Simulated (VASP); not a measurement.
WS2 (Tungstenite):

```xyz
6
Lattice="3.1800 0.0000 0.0000 -1.5900 2.7540 0.0000 0.0000 0.0000 12.5000" Properties=species:S:1:pos:R:3 pbc="T T T"
W     1.5900    0.9180    9.3750
W     0.0000    1.8360    3.1250
S     1.5900    0.9180    4.6875
S     0.0000    1.8360   10.9375
S     1.5900    0.9180    1.5625
S     0.0000    1.8360    7.8125
```

- Program: VASP 6.6.1
- Task: relaxation of cell and atoms
- Functional: revPBE
- Dispersion: D3(BJ)
- Potentials or basis: VASP PAW PBE potentials, release 64 (W_sv, S)
- Cutoff: 600 eV
- k mesh: 10 × 10 × 3
- Occupations: fermi-dirac, width 0.05 eV
- Spin: no spin polarisation

At the start: pressure -3.3 GPa; volume 18.24 Å³/atom.

Problem. Where does the relaxation end?

Solution. Over 13 steps the energy falls by 24.3 meV/atom and the volume is 16.68 Å³/atom (-8.6 %); space group P6_3/mmc (No. 194, to 0.05 Å).

Step by step:
| step | energy change (eV) | largest force (eV/Å) | pressure (GPa) | volume (Å³) |
| --- | --- | --- | --- | --- |
| 1 | 0.0000 | 0.1988 | -3.31 | 109.47 |
| 2 | -0.0026 | 0.9030 | 4.84 | 103.61 |
| 3 | -0.0361 | 0.5478 | 0.62 | 106.43 |
| 4 | -0.0664 | 0.1102 | -0.29 | 105.04 |
| 5 | -0.0665 | 0.0807 | -0.36 | 104.94 |
| 6 | -0.1005 | 0.0737 | -0.23 | 103.51 |
| 7 | -0.1446 | 0.0435 | 0.54 | 100.01 |
| 8 | -0.1448 | 0.0358 | 0.65 | 99.65 |
| 9 | -0.1449 | 0.0383 | 0.62 | 99.76 |
| 10 | -0.1389 | 0.2170 | -1.88 | 100.91 |
| 11 | -0.1455 | 0.0247 | 0.00 | 100.04 |
| 12 | -0.1456 | 0.0128 | 0.02 | 100.11 |
| 13 | -0.1457 | 0.0025 | -0.02 | 100.08 |

Final structure:
```
W S
1.0
     3.13456    0.00000    0.00000
    -1.56728    2.71461    0.00000
     0.00000    0.00000   11.76131
W S
2 4
Direct
  0.66667 0.33333 0.75000
  0.33333 0.66667 0.25000
  0.66667 0.33333 0.38416
  0.33333 0.66667 0.88416
  0.66667 0.33333 0.11584
  0.33333 0.66667 0.61584
```

Caveat: the PAW data sets were made with another functional, which shifts forces and pressure a little.
